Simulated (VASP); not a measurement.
**EuSe2: single point with PBEsol**

Crystal: EuSe2.

```xyz
3
Lattice="2.4236 1.3993 3.9573 -2.4236 1.3993 3.9573 0.0000 -2.7985 3.9573" Properties=species:S:1:pos:R:3 pbc="T T T"
Eu    0.0000    0.0000    0.0000
Se    0.0000    0.0000    2.9678
Se    0.0000    0.0000    8.9041
```

| Item | Value |
| --- | --- |
| Program | VASP 6.6.1 |
| Task | single point |
| Functional | PBEsol |
| Potentials or basis | VASP PAW PBE potentials, release 64 (Eu, Se) |
| Cutoff | 520 eV |
| k mesh | 8 × 8 × 8 |
| Occupations | gaussian, width 0.05 eV |
| Spin | collinear spin, ferromagnetic start |
| Starting moments | [7.06, 0.0, 0.0] μB |
| Dipole correction | no |
| k mesh for the DOS | 12 × 12 × 12 |
| Occupations for the DOS | tetrahedron |
| Further INCAR settings | ALGO = Normal; EDIFF = 1e-06 |

* Net moment: 6.27 μB per cell
* Site moments: Eu +6.30; Se -0.08 μB
* Valence electrons inside the program's atomic spheres: Eu 14.62; Se 3.81

Levels at points of the mesh, in eV from the Fermi level:
Spin up:
```tsv
k point	band 16	band 17	band 18	band 19	band 20	band 21
(0.00, 0.00, 0.00)	-0.24	0.74	0.74	0.74	2.79	2.79
(0.50, 0.00, 0.00)	-0.38	-0.09	-0.09	-0.06	3.46	3.46
(0.50, 0.50, 0.00)	-0.32	-0.22	-0.22	1.55	2.46	4.21
(0.50, 0.50, 0.50)	-0.38	-0.09	-0.09	-0.06	3.46	3.46
```
Spin down:
```tsv
k point	band 7	band 8	band 9	band 10	band 11	band 12	band 13	band 14	band 15	band 16
(0.00, 0.00, 0.00)	-3.22	-3.22	-3.22	0.16	0.16	0.16	3.32	3.32	4.14	4.26
(0.50, 0.00, 0.00)	-2.42	-2.42	-1.93	-1.69	-1.19	-1.19	3.86	4.12	4.12	4.17
(0.50, 0.50, 0.00)	-4.26	-2.58	-2.58	-0.14	-0.14	0.84	2.88	3.99	4.13	4.13
(0.50, 0.50, 0.50)	-2.42	-2.42	-1.93	-1.69	-1.19	-1.19	3.86	4.12	4.12	4.17
```

Wall time 8.6 min on 1 thread of Intel(R) Xeon(R) 6975P-C (Granite Rapids), with other jobs on the host, peak memory 0.68 GiB.

Caveat: spin-orbit coupling is left out, which moves the levels of the heavy elements; a cell with one magnetic atom can't hold antiferromagnetic order, which such compounds often take; semilocal functionals describe open f shells poorly, which spoils levels, moments and volumes. The state reached can hang on the start; a lower one may exist.
